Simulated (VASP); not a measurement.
# Ba (C2/c) in VASP: a series of runs

The runs below take Ba through single point, with PBEsol.

Program: VASP 6.6.1. These are calculated values, not measurements. Logs are shortened: lines on timing, memory, paths and dates and some standing lists are left out, and cuts for length are marked.

## 1. The cell of the first run

The typed cell holds 2 atoms: a = 5.582 Å, b = 5.582 Å, c = 5.587 Å, α = 97.38°, β = 97.38°, γ = 138.00°.

## 2. Single point, PBEsol

Contents of INCAR:

```
  ALGO = Normal
  EDIFF = 1E-6
  ENCUT = 520
  GGA = PS
  ISIF = 2
  ISMEAR = -1
  ISYM = 0
  LASPH = T
  LCHARG = F
  LREAL = F
  LWAVE = F
  NBANDS = 17
  NELM = 100
  PREC = Accurate
  SIGMA = 0.1
```

Contents of KPOINTS:

```
k-points
0
Gamma
  8 8 6
```

Contents of POSCAR:

```
Ba
1.0
   -3.6853240576      3.6846331012      2.0007038245
    3.6846331012     -3.6853240576      2.0007038245
    3.6880575346      3.6880575346     -2.0019693125
Ba
2
Direct
    0.0000574914      0.9999425086      0.0000000000
    0.7499425086      0.2500574914      0.5000000000
```

Potentials or basis: VASP PAW PBE potentials, release 64 (Ba_sv).

On the command line:

```sh
cat potpaw_PBE.64/Ba_sv/POTCAR > POTCAR
mpirun -np 1 vasp_std > vasp.out
```

OUTCAR:

```text
EDIFF = 1E-6
   ENCUT = 520
   GGA = PS
   ISIF = 2
   ISMEAR = -1
   ISYM = 0
   LASPH = T
   LREAL = F
   NELM = 100
   PREC = Accurate

 ion  position               nearest neighbor table
   1  0.000  1.000  0.000-   2 3.82   2 3.82   2 3.82   2 3.82
   2  0.750  0.250  0.500-   1 3.82   1 3.82   1 3.82   1 3.82

IMPORTANT INFORMATION: All symmetrisations will be switched off!
NOSYMM: (Re-)initialisation of all symmetry stuff for point group C_1.

----------------------------------------------------------------------------------------

                                     Primitive cell

  volume of cell :     108.7514

  direct lattice vectors                    reciprocal lattice vectors
    -3.685324058  3.684633101  2.000703824    -0.000007404  0.135678596  0.249935480
     3.684633101 -3.685324058  2.000703824     0.135678596 -0.000007404  0.249935480
     3.688057535  3.688057535 -2.001969312     0.135585431  0.135585431  0.000046825

  length of vectors
     5.582199414  5.582199414  5.586717989     0.284387809  0.284387809  0.191746762

  position of ions in fractional coordinates (direct lattice)
     0.000057491  0.999942509  1.000000000
     0.749942509  0.250057491  0.500000000

  ion indices of the primitive-cell ions
   primitive index   ion index
                 1           1
                 2           2

----------------------------------------------------------------------------------------

 KPOINTS: k-points

Automatic generation of k-mesh.
 Grid dimensions read from file:
 generate k-points for:    8    8    6

 Generating k-lattice:

  Cartesian coordinates                     Fractional coordinates (reciprocal lattice)
    -0.000000925  0.016959824  0.031241935     0.125000000 -0.000000000  0.000000000
     0.016959824 -0.000000925  0.031241935    -0.000000000  0.125000000  0.000000000
     0.022597572  0.022597572  0.000007804    -0.000000000 -0.000000000  0.166666667

  Length of vectors
     0.035548476  0.035548476  0.031957794

  Shift w.r.t. Gamma in fractional coordinates (k-lattice)
     0.000000000  0.000000000  0.000000000

 Subroutine IBZKPT returns following result:
 ===========================================

 Found    196 irreducible k-points:

 Following reciprocal coordinates:
            Coordinates               Weight
  0.000000  0.000000  0.000000      1.000000
  0.125000 -0.000000 -0.000000      2.000000
  0.000000 -0.125000  0.000000      2.000000
  0.250000 -0.000000 -0.000000      2.000000
  0.000000 -0.250000  0.000000      2.000000
  0.375000  0.000000 -0.000000      2.000000
[... 16 lines left out ...]
  0.375000  0.250000 -0.000000      2.000000
 -0.250000 -0.375000  0.000000      2.000000
 [... further k-points ...]
   k-points           NKPTS =    196   k-points in BZ     NKDIM =    196   number of bands    NBANDS=     17
   number of dos      NEDOS =    301   number of ions     NIONS =      2
   total plane-waves  NPLWV =  74088
   dimension x,y,z NGX =    42 NGY =   42 NGZ =   42
   dimension x,y,z NGXF=    84 NGYF=   84 NGZF=   84
   ions per type =               2
   NGX,Y,Z   is equivalent  to a cutoff of  12.51, 12.51, 12.50 a.u.
   NGXF,Y,Z  is equivalent  to a cutoff of  25.02, 25.02, 25.00 a.u.
 SYSTEM =  unknown system
   PREC   = accura    normal or accurate (medium, high low for compatibility)
   ISTART =      0    job   : 0-new  1-cont  2-samecut
   ICHARG =      2    charge: 1-file 2-atom 10-const
   ISPIN  =      1    spin polarized calculation?
   LNONCOLLINEAR =      F non collinear calculations
   LSORBIT =      F    spin-orbit coupling
   LASPH  =      T    aspherical Exc in radial PAW
   ENCUT  =  520.0 eV  38.22 Ry    6.18 a.u.  10.38 10.38 10.39*2*pi/ulx,y,z
   NELM   =    100;   NELMIN=  2; NELMDL= -5     # of ELM steps
   EDIFF  = 0.1E-05   stopping-criterion for ELM
   LREAL  =      F    real-space projection
   EDIFFG = 0.1E-04   stopping-criterion for IOM
   NSW    =      0    number of steps for IOM
   IBRION =     -1    ionic relax: 0-MD 1-quasi-New 2-CG
   NFREE  =      0    steps in history (QN), initial steepest desc. (CG)
   ISIF   =      2    stress and relaxation
   ISYM   =      0    0-nonsym 1-usesym 2-fastsym
   POTIM  = 0.5000    time-step for ionic-motion
   TEBEG  =    0.0;   TEEND  =   0.0 temperature during run
   PSTRESS=    0.0 pullay stress
   NELECT =      20.0000    total number of electrons
   NUPDOWN=      -1.0000    fix difference up-down
   EMIN   =  10.00;   EMAX   =-10.00  energy-range for DOS
   EFERMI =   0.00;   METHOD = LEGACY
   ISMEAR =    -1;   SIGMA  =   0.10  broadening in eV -4-tet -1-fermi 0-gaus
   EFERMI_NEDOS =   21; number of points for ismear=-14 and -15
   IALGO  =     38    algorithm
   IMIX   =      4    mixing-type and parameters
     AMIX     =   0.40;   BMIX     =  1.00
     AMIX_MAG =   1.60;   BMIX_MAG =  1.00
  volume/ion in A,a.u.               =      54.38       366.95
  Fermi-wavevector in a.u.,A,eV,Ry     =   0.930979  1.759295 11.792469  0.866722
  Thomas-Fermi vector in A             =   2.057424
   LORBIT       =      0    0 simple, 1 ext, 2 COOP (PROOUT), +10 PAW based schemes
   GGA     = PS    functional components
   LHFCALC =     F    Hartree Fock is set to
   AEXX    =    0.0000 exact exchange contribution
   IVDW    =     0    specifies the selected vdW correction
   LEPSILON=     F    determine dielectric tensor
   LRPA    =     F    only Hartree local field effects (RPA)
 non-spin polarized calculation
  energy-cutoff  :      520.00
  volume of cell :      108.75
 maximum number of plane-waves:      2956
 NGX is ok and might be reduce to    42
   NGX = 21   NGY = 21   NGZ = 21

 number of electron      20.0000001 magnetization

 Free energy of the ion-electron system (eV)
  ---------------------------------------------------
  ext. energy  EPLUGINS =         0.00000000
  ---------------------------------------------------
  free energy    TOTEN  =        -4.00227674 eV

  energy without entropy =       -3.93267442  energy(sigma->0) =       -3.96747558

 E-fermi :   1.9799     XC(G=0):  -7.9909

 val. band max:        1.9746954067   @ k =   0.2500   0.1250  -0.1667
 cond. band min:       1.9924603021   @ k =  -0.3750   0.2500   0.3333
 fundamental gap:      0.0177648953
 Fermi energy:         1.9799029066

 k-point     1 :       0.0000    0.0000    0.0000
  band No.  band energies     occupation
      1     -26.8450      2.00000
      2     -26.6618      2.00000
      3     -12.3506      2.00000
      4     -12.3495      2.00000
      5     -11.6209      2.00000
      6     -11.6106      2.00000
[... 9 lines left out ...]
     16       5.3609      0.00000
     17       5.3615      0.00000

 k-point     2 :       0.1250   -0.0000   -0.0000
  band No.  band energies     occupation
      1     -26.8315      2.00000
      2     -26.6602      2.00000
      3     -12.3407      2.00000
      4     -12.3073      2.00000
      5     -11.7314      2.00000
      6     -11.7152      2.00000
[... 9 lines left out ...]
     16       5.6387      0.00000
     17       5.8208      0.00000

 k-point     3 :       0.0000   -0.1250    0.0000
  band No.  band energies     occupation
      1     -26.8315      2.00000
      2     -26.6602      2.00000
      3     -12.3407      2.00000
      4     -12.3073      2.00000
      5     -11.7314      2.00000
      6     -11.7152      2.00000
[... 9 lines left out ...]
     16       5.6387      0.00000
     17       5.8208      0.00000

 k-point     4 :       0.2500   -0.0000   -0.0000
  band No.  band energies     occupation
      1     -26.7974      2.00000
      2     -26.6579      2.00000
      3     -12.3175      2.00000
      4     -12.2201      2.00000
      5     -11.9846      2.00000
      6     -11.9169      2.00000
[... 9 lines left out ...]
     16       4.7625      0.00000
     17       5.1438      0.00000

 k-point     5 :       0.0000   -0.2500    0.0000
  band No.  band energies     occupation
      1     -26.7974      2.00000
      2     -26.6579      2.00000
      3     -12.3175      2.00000
      4     -12.2201      2.00000
      5     -11.9846      2.00000
      6     -11.9169      2.00000
[... 9 lines left out ...]
     16       4.7625      0.00000
     17       5.1438      0.00000

 k-point     6 :       0.3750    0.0000   -0.0000
  band No.  band energies     occupation
      1     -26.7595      2.00000
      2     -26.6591      2.00000
      3     -12.2934      2.00000
      4     -12.2883      2.00000
      5     -12.1877      2.00000
      6     -11.9585      2.00000
[... 9 lines left out ...]
     16       5.3530      0.00000
     17       5.9359      0.00000
[... 281 lines left out ...]
 k-point    21 :      -0.1250    0.1250    0.0000
  band No.  band energies     occupation
      1     -26.8380      2.00000
      2     -26.6687      2.00000
      3     -12.3275      2.00000
      4     -12.3266      2.00000
      5     -11.6653      2.00000
      6     -11.6077      2.00000
[... 9 lines left out ...]
     16       5.4789      0.00000
     17       5.5084      0.00000

 k-point    22 :       0.2500    0.2500   -0.0000
  band No.  band energies     occupation
      1     -26.7414      2.00000
      2     -26.6618      2.00000
      3     -12.4060      2.00000
      4     -12.2664      2.00000
      5     -12.1587      2.00000
      6     -12.0789      2.00000
[... 9 lines left out ...]
     16       5.5155      0.00000
     17       5.9046      0.00000

 k-point    23 :       0.3750    0.2500   -0.0000
  band No.  band energies     occupation
      1     -26.7344      2.00000
      2     -26.6840      2.00000
      3     -12.3598      2.00000
      4     -12.2089      2.00000
      5     -12.1559      2.00000
      6     -11.9856      2.00000
[... 9 lines left out ...]
     16       5.1333      0.00000
     17       5.3971      0.00000

 k-point    24 :      -0.2500   -0.3750    0.0000
  band No.  band energies     occupation
      1     -26.7344      2.00000
      2     -26.6840      2.00000
      3     -12.3598      2.00000
      4     -12.2089      2.00000
      5     -12.1559      2.00000
      6     -11.9856      2.00000
[... 9 lines left out ...]
     16       5.1333      0.00000
     17       5.3971      0.00000

 [... further k-points ...]

------------------------ aborting loop because EDIFF is reached ----------------------------------------

  FORCE on cell =-STRESS in cart. coord.  units (eV):
  Direction    XX          YY          ZZ          XY          YZ          ZX
  --------------------------------------------------------------------------------------
  -------------------------------------------------------------------------------------
  Total        0.1199659      0.1199664      0.1041364      0.0047488      0.0016761      0.0016732
  in kB        1.7673955      1.7674032      1.5341874      0.0699612      0.0246934      0.0246509
  external PRESSURE =       1.6896620 kB  Pullay stress =       0.0000000 kB

 VOLUME and BASIS-vectors are now :
 -----------------------------------------------------------------------------
  energy-cutoff  :      520.00
  volume of cell :      108.75
      direct lattice vectors                 reciprocal lattice vectors
    -3.685324058  3.684633101  2.000703824    -0.000007404  0.135678596  0.249935480
     3.684633101 -3.685324058  2.000703824     0.135678596 -0.000007404  0.249935480
     3.688057535  3.688057535 -2.001969312     0.135585431  0.135585431  0.000046825

 POSITION                                       TOTAL-FORCE (eV/Angst)
 -----------------------------------------------------------------------------------
      3.68421     -3.68490      2.00070         0.001714     -0.001711     -0.000000
      0.00162      3.68575      0.99972        -0.001714      0.001711      0.000000
 -----------------------------------------------------------------------------------
    total drift:                                0.000000      0.000001     -0.000001

  FREE ENERGIE OF THE ION-ELECTRON SYSTEM (eV)
  ---------------------------------------------------
  free  energy   TOTEN  =        -4.0022767363 eV

  energy  without entropy=       -3.9326744192  energy(sigma->0) =       -3.96747558
```

It took 2.7 min on 1 thread of AMD EPYC 9R45 (Zen 5), shared host; peak memory 0.44 GiB.

What came out:

| Property | Result |
| --- | --- |
| Free energy | -4.0023 eV |
| Pressure | 0.2 GPa |
| Band gap on the k mesh | zero (bands 10 and 11 overlap by 0.30 eV) |

Forces in eV/Å, atoms in the order of the input:
```
Ba   0.002 -0.002  0.000
Ba  -0.002  0.002  0.000
```

Caveat: the PAW data sets were made with another functional, which shifts forces and pressure a little; spin-orbit coupling is left out, which moves the levels of the heavy elements.

(Continued in part 2 of 2.)
